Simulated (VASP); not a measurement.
Runs of VASP 6.6.1 on Hf2SnS2. The structure is that of space group P4/mmm (No. 123), or close to it. The cells are those of the table. 

```csv
task,cell,k mesh,cutoff (eV),gap on the mesh (eV),pressure (GPa),largest force (eV/Å)
single point,"a = 4.215, b = 4.215, c = 6.297 Å, 5 atoms",10 × 10 × 6,520,none,-0.4,0.06
single point,"a = 4.219, b = 4.219, c = 6.279 Å, 5 atoms",4 × 4 × 4,520,none,-0.4,0.04
relaxation of cell and atoms,"relaxed from a = 4.219, b = 4.219, c = 6.279 Å, 5 atoms",10 × 10 × 6,600,none,0.0,-
single point,"a = 4.523, b = 4.523, c = 6.136 Å, 5 atoms",4 × 4 × 4,520,none,(a),1.12
```

Alike in all rows: level PBE; potentials or basis VASP PAW PBE potentials, release 64 (Hf_pv, Sn_d, S); no spin polarisation; smearing gaussian 0.1 eV.

Task: Estimate the missing entries.

Result: (a) -9.7.

Caveats: some runs use coarse meshes; spin-orbit coupling is left out, which moves the levels of the heavy elements; forces of over 1 eV/Å act on the atoms, so gaps and moduli don't describe the material at rest (some runs).

A k mesh can miss the band edges, and the runs leave out spin-orbit coupling on Hf, Sn.

A gap of «none» marks levels without a gap at the run's occupations.
